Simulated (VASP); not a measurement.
# CuO2 (Cmcm) in VASP: single point with PBE

Aim: the single point of CuO2 with PBE.

All numbers are computed with VASP 6.6.1; they aren't measurements. Logs are shortened: lines on timing, memory, paths and dates and some standing lists are left out, and cuts for length are marked.

## (1) The cell of the first run

The structure is orthorhombic, space group Cmcm (No. 63). The conventional cell has a = 2.825 Å, b = 10.421 Å, c = 4.343 Å, α = 90.00°, β = 90.00°, γ = 90.00°. Cu (site symmetry m2m) has 6 O at 1.86 to 2.22 Å within 2.5 Å. Within 2.5 Å of O (site symmetry m2m) lie 2 Cu at 1.86 Å and 3 O at 2.42 to 2.47 Å. O (site symmetry m2m) has 4 Cu at 1.90 to 2.22 Å and 1 O at 2.47 Å within 2.5 Å.

## (2) Single point, PBE, collinear spin, ferromagnetic start

Contents of INCAR:

```
PREC = Accurate
ENCUT = 520
EDIFF = 1E-6
ISMEAR = 0
SIGMA = 0.1
LREAL = False
LASPH = True
NELM = 150
ALGO = Normal
ISIF = 2
LWAVE = False
LCHARG = False
ISPIN = 2
MAGMOM = 1 1 0 0 0 0
LORBIT = 11
LMAXMIX = 4
GGA = PE
NBANDS = 36
```

Contents of KPOINTS:

```
regular mesh
0
Gamma
  6 6 4
```

Contents of POSCAR:

```
CuO2
1.0
    1.4126149400     -5.2107467700      0.0000000000
    1.4126149400      5.2107467700      0.0000000000
    0.0000000000      0.0000000000      4.3434238400
Cu O
2 4
Direct
    0.3327469900      0.6672530100      0.2500000000
    0.6672530100      0.3327469900      0.7500000000
    0.9485140000      0.0514860000      0.2500000000
    0.0514860000      0.9485140000      0.7500000000
    0.7110300100      0.2889699900      0.2500000000
    0.2889699900      0.7110300100      0.7500000000
```

Potentials or basis: VASP PAW PBE potentials, release 64 (Cu, O).

On the command line:

```sh
$ cat potpaw_PBE.64/Cu/POTCAR potpaw_PBE.64/O/POTCAR > POTCAR
$ mpirun -np 1 vasp_std > vasp.out
```

OUTCAR:

```text
PREC = Accurate
   ENCUT = 520
   EDIFF = 1E-6
   ISMEAR = 0
   LREAL = False
   LASPH = True
   NELM = 150
   ISIF = 2
   ISPIN = 2
   LORBIT = 11
   GGA = PE

 ion  position               nearest neighbor table
   1  0.333  0.667  0.250-   3 1.86   3 1.86   5 1.90   5 1.90   6 2.22   6 2.22
   2  0.667  0.333  0.750-   4 1.86   4 1.86   6 1.90   6 1.90   5 2.22   5 2.22
   3  0.949  0.051  0.250-   1 1.86   1 1.86
   4  0.051  0.949  0.750-   2 1.86   2 1.86
   5  0.711  0.289  0.250-   1 1.90   1 1.90   2 2.22   2 2.22
   6  0.289  0.711  0.750-   2 1.90   2 1.90   1 2.22   1 2.22

  LATTYP: Found a base centered orthorhombic cell.
 ALAT       =     2.8252298800
 B/A-ratio  =     3.6887240977
 C/A-ratio  =     1.5373700635

  Lattice vectors:

 A1 = (   1.4126149400,  -5.2107467700,   0.0000000000)
 A2 = (   1.4126149400,   5.2107467700,   0.0000000000)
 A3 = (   0.0000000000,   0.0000000000,   4.3434238400)

Analysis of symmetry for initial positions (statically):
=====================================================================
 Subroutine PRICEL returns:
 Original cell was already a primitive cell.

 Routine SETGRP: Setting up the symmetry group for a
 base centered orthorhombic supercell.

 Subroutine GETGRP returns: Found  8 space group operations
 (whereof  4 operations were pure point group operations)
 out of a pool of  8 trial point group operations.

The static configuration has the point symmetry C_2h.
 The point group associated with its full space group is D_2h.

Analysis of symmetry for dynamics (positions and initial velocities):
=====================================================================
 Subroutine PRICEL returns:
 Original cell was already a primitive cell.

 Routine SETGRP: Setting up the symmetry group for a
 base centered orthorhombic supercell.

 Subroutine GETGRP returns: Found  8 space group operations
 (whereof  4 operations were pure point group operations)
 out of a pool of  8 trial point group operations.

The dynamic configuration has the point symmetry C_2h.
 The point group associated with its full space group is D_2h.

Analysis of structural, dynamic, and magnetic symmetry:
=====================================================================
 Subroutine PRICEL returns:
 Original cell was already a primitive cell.

 Routine SETGRP: Setting up the symmetry group for a
 base centered orthorhombic supercell.

 Subroutine GETGRP returns: Found  8 space group operations
 (whereof  4 operations were pure point group operations)
 out of a pool of  8 trial point group operations.

The overall configuration has the point symmetry C_2h.
 The point group associated with its full space group is D_2h.

 Subroutine INISYM returns: Found  8 space group operations
 (whereof  4 operations are pure point group operations),
 and found     1 'primitive' translations

----------------------------------------------------------------------------------------

                                     Primitive cell

  volume of cell :      63.9420

  direct lattice vectors                    reciprocal lattice vectors
     1.412614940 -5.210746770  0.000000000     0.353953498 -0.095955536  0.000000000
     1.412614940  5.210746770  0.000000000     0.353953498  0.095955536  0.000000000
     0.000000000  0.000000000  4.343423840     0.000000000  0.000000000  0.230233115

  length of vectors
     5.398829769  5.398829769  4.343423840     0.366729524  0.366729524  0.230233115

  position of ions in fractional coordinates (direct lattice)
     0.332746990  0.667253010  0.250000000
     0.667253010  0.332746990  0.750000000
     0.948514000  0.051486000  0.250000000
     0.051486000  0.948514000  0.750000000
     0.711030010  0.288969990  0.250000000
     0.288969990  0.711030010  0.750000000

  ion indices of the primitive-cell ions
   primitive index   ion index
                 1           1
                 2           2
                 3           3
                 4           4
                 5           5
                 6           6

[... 50 lines left out ...]
  0.333333  0.333333  0.250000      4.000000
  0.500000  0.333333  0.250000      8.000000
 [... further k-points ...]
   k-points           NKPTS =     39   k-points in BZ     NKDIM =     39   number of bands    NBANDS=     36
   number of dos      NEDOS =    301   number of ions     NIONS =      6
   total plane-waves  NPLWV =  51200
   dimension x,y,z NGX =    40 NGY =   40 NGZ =   32
   dimension x,y,z NGXF=    80 NGYF=   80 NGZF=   64
   ions per type =               2   4
   NGX,Y,Z   is equivalent  to a cutoff of  12.32, 12.32, 12.25 a.u.
   NGXF,Y,Z  is equivalent  to a cutoff of  24.63, 24.63, 24.50 a.u.
 SYSTEM =  unknown system
   PREC   = accura    normal or accurate (medium, high low for compatibility)
   ISTART =      0    job   : 0-new  1-cont  2-samecut
   ICHARG =      2    charge: 1-file 2-atom 10-const
   ISPIN  =      2    spin polarized calculation?
   LNONCOLLINEAR =      F non collinear calculations
   LSORBIT =      F    spin-orbit coupling
   LASPH  =      T    aspherical Exc in radial PAW
   ENCUT  =  520.0 eV  38.22 Ry    6.18 a.u.  10.04 10.04  8.08*2*pi/ulx,y,z
   NELM   =    150;   NELMIN=  2; NELMDL= -5     # of ELM steps
   EDIFF  = 0.1E-05   stopping-criterion for ELM
   LREAL  =      F    real-space projection
   EDIFFG = 0.1E-04   stopping-criterion for IOM
   NSW    =      0    number of steps for IOM
   IBRION =     -1    ionic relax: 0-MD 1-quasi-New 2-CG
   NFREE  =      0    steps in history (QN), initial steepest desc. (CG)
   ISIF   =      2    stress and relaxation
   ISYM   =      2    0-nonsym 1-usesym 2-fastsym
   POTIM  = 0.5000    time-step for ionic-motion
   TEBEG  =    0.0;   TEEND  =   0.0 temperature during run
   PSTRESS=    0.0 pullay stress
   NELECT =      46.0000    total number of electrons
   NUPDOWN=      -1.0000    fix difference up-down
   EMIN   =  10.00;   EMAX   =-10.00  energy-range for DOS
   EFERMI =   0.00;   METHOD = LEGACY
   ISMEAR =     0;   SIGMA  =   0.10  broadening in eV -4-tet -1-fermi 0-gaus
   EFERMI_NEDOS =   21; number of points for ismear=-14 and -15
   IALGO  =     38    algorithm
   IMIX   =      4    mixing-type and parameters
     AMIX     =   0.40;   BMIX     =  1.00
     AMIX_MAG =   1.60;   BMIX_MAG =  1.00
  volume/ion in A,a.u.               =      10.66        71.92
  Fermi-wavevector in a.u.,A,eV,Ry     =   1.466894  2.772028 29.276724  2.151779
  Thomas-Fermi vector in A             =   2.582577
   LORBIT       =     11    0 simple, 1 ext, 2 COOP (PROOUT), +10 PAW based schemes
   GGA     = PE    functional components
   LHFCALC =     F    Hartree Fock is set to
   AEXX    =    0.0000 exact exchange contribution
   IVDW    =     0    specifies the selected vdW correction
   LEPSILON=     F    determine dielectric tensor
   LRPA    =     F    only Hartree local field effects (RPA)
 spin polarized calculation
 Gauss-broadening in eV      SIGMA  =   0.10
  energy-cutoff  :      520.00
  volume of cell :       63.94
 maximum number of plane-waves:      1742
   NGX = 21   NGY = 21   NGZ = 17

 number of electron      45.9999979 magnetization       1.0723670

 Free energy of the ion-electron system (eV)
  ---------------------------------------------------
  ext. energy  EPLUGINS =         0.00000000
  ---------------------------------------------------
  free energy    TOTEN  =       -27.42563955 eV

  energy without entropy =      -27.40524118  energy(sigma->0) =      -27.41544037

 E-fermi :   2.5118     XC(G=0): -10.9395

 val. band max:        2.5019801836   @ k =   0.5000   0.1667   0.2500
 cond. band min:       2.5214333005   @ k =  -0.3333   0.1667   0.5000
 fundamental gap:      0.0194531168
 Fermi energy:         2.5118480358

 spin component 1

 k-point     1 :       0.0000    0.0000    0.0000
  band No.  band energies     occupation
      1     -16.7458      1.00000
      2     -15.2828      1.00000
      3     -15.1773      1.00000
      4     -14.5204      1.00000
      5      -3.6137      1.00000
      6      -3.4290      1.00000
[... 901 lines left out ...]
     34      18.5755      0.00000
     35      18.9170      0.00000

 [... further k-points ...]

 spin component 2

 k-point     1 :       0.0000    0.0000    0.0000
  band No.  band energies     occupation
      1     -16.5045      1.00000
      2     -14.9832      1.00000
      3     -14.7030      1.00000
      4     -14.0818      1.00000
      5      -3.4882      1.00000
      6      -3.2965      1.00000
[... 901 lines left out ...]
     34      18.6286      0.00000
     35      18.9738      0.00000

 [... further k-points ...]

 [bands above 35 left out]

------------------------ aborting loop because EDIFF is reached ----------------------------------------

  FORCE on cell =-STRESS in cart. coord.  units (eV):
  Direction    XX          YY          ZZ          XY          YZ          ZX
  --------------------------------------------------------------------------------------
  -------------------------------------------------------------------------------------
  Total       -0.1205611     -0.0002052     -0.1864852      0.0000000      0.0000000      0.0000000
  in kB       -3.0208674     -0.0051427     -4.6727111      0.0000000      0.0000000      0.0000000
  external PRESSURE =      -2.5662404 kB  Pullay stress =       0.0000000 kB

 VOLUME and BASIS-vectors are now :
 -----------------------------------------------------------------------------
  energy-cutoff  :      520.00
  volume of cell :       63.94
      direct lattice vectors                 reciprocal lattice vectors
     1.412614940 -5.210746770  0.000000000     0.353953498 -0.095955536  0.000000000
     1.412614940  5.210746770  0.000000000     0.353953498  0.095955536  0.000000000
     0.000000000  0.000000000  4.343423840     0.000000000  0.000000000  0.230233115

 POSITION                                       TOTAL-FORCE (eV/Angst)
 -----------------------------------------------------------------------------------
      1.41261      1.74303      1.08586         0.000000     -0.013405      0.000000
      1.41261     -1.74303      3.25757         0.000000      0.013405      0.000000
      1.41261     -4.67419      1.08586         0.000000      0.067863      0.000000
      1.41261      4.67419      3.25757         0.000000     -0.067863     -0.000000
      1.41261     -2.19925      1.08586         0.000000     -0.176831     -0.000000
      1.41261      2.19925      3.25757         0.000000      0.176831     -0.000000
 -----------------------------------------------------------------------------------
    total drift:                                0.000000     -0.000000      0.000000

  FREE ENERGIE OF THE ION-ELECTRON SYSTEM (eV)
  ---------------------------------------------------
  free  energy   TOTEN  =       -27.4256395545 eV

  energy  without entropy=      -27.4052411810  energy(sigma->0) =      -27.41544037

 total charge

# of ion       s       p       d       tot
------------------------------------------
    1        0.429   0.553   8.954   9.936
    2        0.429   0.553   8.954   9.936
    3        1.607   3.209   0.000   4.815
    4        1.607   3.209   0.000   4.815
    5        1.596   3.288   0.000   4.885
    6        1.596   3.288   0.000   4.885
--------------------------------------------------
tot          7.264  14.100  17.908  39.272

 magnetization (x)

# of ion       s       p       d       tot
------------------------------------------
    1       -0.003  -0.004   0.070   0.063
    2       -0.003  -0.004   0.070   0.063
    3        0.006   0.335   0.000   0.340
    4        0.006   0.335   0.000   0.340
    5        0.001   0.073   0.000   0.074
    6        0.001   0.073   0.000   0.074
--------------------------------------------------
tot          0.007   0.807   0.140   0.954
```

Wall time 9.4 min (1 thread of Intel Xeon Platinum 8259CL at 2.50GHz (Skylake/Cascade Lake), shared host); peak memory 0.33 GiB.

What came out:

- Free energy: -27.4256 eV
- Pressure: -0.3 GPa
- Largest force: 0.177 eV/Å
- Net moment: 1.07 μB per cell
- Site moments: Cu +0.06; O +0.34, +0.07 μB
- Valence electrons inside the program's atomic spheres: Cu 9.94; O 4.82, 4.88

Forces in eV/Å, atoms in the order of the input:
```
Cu   0.000 -0.013  0.000
Cu   0.000  0.013  0.000
O    0.000  0.068  0.000
O    0.000 -0.068  0.000
O    0.000 -0.177  0.000
O    0.000  0.177  0.000
```

Stress tensor (GPa, compression positive):
```
-0.30  0.00  0.00
 0.00  0.00  0.00
 0.00  0.00 -0.47
```

Caveat: the k points lie up to 0.38 Å⁻¹ apart; semilocal functionals often make such compounds metallic where correlation or magnetic order opens a gap, which also shifts bond lengths.
